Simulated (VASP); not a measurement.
**Be16H (a cell with a defect): single point with PBE**

Crystal: Be16H (a cell with a defect).

```xyz
17
Lattice="-2.2900 -3.9664 0.0000 3.4350 -1.9832 0.0000 0.0000 0.0000 7.1769" Properties=species:S:1:pos:R:3 pbc="T T T"
Be    0.2362   -4.1782   -0.0667
Be    0.0682   -2.6721    1.6706
Be   -0.0572   -4.0223    3.5851
Be    0.3183   -2.5242    5.3466
Be   -1.0929   -2.1023    0.0252
Be    2.3237   -2.7913    1.6765
Be   -1.4504   -1.9301    3.7937
Be    2.5555   -2.7345    5.3854
Be    1.2004   -2.0508   -0.1238
Be    1.1537   -0.7817    1.6582
Be    0.7144   -1.6178    3.6398
Be    0.9821   -0.3854    5.2214
Be    0.1150    0.0221    0.0095
Be    1.1958   -4.7500    1.9578
Be   -0.3419    0.0115    3.7835
Be    1.0904   -4.7181    5.5064
H     1.4023    0.5037    2.6000
```

* Program: VASP 6.6.1
* Task: single point
* Functional: PBE
* Potentials or basis: VASP PAW PBE potentials, release 64 (Be, H)
* Cutoff: 520 eV
* k mesh: 4 × 4 × 3
* Occupations: fermi-dirac, width 0.05 eV
* Spin: no spin polarisation

```
Pressure      : 7.5 GPa
Largest force : 3.052 eV/Å
```

Forces on the atoms (eV/Å):
```
Be  -1.877  1.754  1.187
Be   0.064 -0.608  0.560
Be   0.235  0.324  0.357
Be  -1.325 -2.196 -0.127
Be   0.357  0.119 -0.667
Be   0.070  0.593  1.111
Be   0.681  0.256 -0.475
Be  -1.790 -0.741  1.678
Be   0.267  0.508  0.657
Be   0.387  0.244  0.255
Be   0.965 -1.639 -1.321
Be   2.693 -0.908  1.113
Be  -0.192 -0.907  0.095
Be  -0.145  0.218 -0.974
Be  -0.125  1.662 -2.022
Be  -0.130  1.027 -0.562
H   -0.136  0.293 -0.864
```

Stress tensor (GPa, compression positive):
```
 6.86 -3.23 -1.89
-3.23  3.90  0.72
-1.89  0.72 11.66
```

Levels at points of the mesh, in eV from the Fermi level:
```csv
k point,band 12,band 13,band 14,band 15,band 16,band 17,band 18,band 19,band 20,band 21
"(0.00, 0.00, 0.00)",-3.74,-3.58,-2.88,-1.10,-0.36,0.36,0.53,0.75,1.20,1.25
"(0.50, 0.00, 0.00)",-2.51,-2.16,-2.02,-1.89,-0.75,-0.32,-0.14,0.01,0.29,0.56
"(0.00, 0.50, 0.00)",-3.97,-3.44,-3.23,-2.80,-2.24,0.13,0.57,0.91,1.05,1.08
"(0.50, 0.50, 0.00)",-5.81,-1.75,-1.25,-1.07,-0.30,0.31,0.81,0.91,1.19,4.06
```

Wall time 120 s on 1 thread of AMD EPYC 9R45 96-Core Processor (Zen 5), with other jobs on the host, peak memory 0.22 GiB.

Caveat: the k points lie up to 0.40 Å⁻¹ apart.
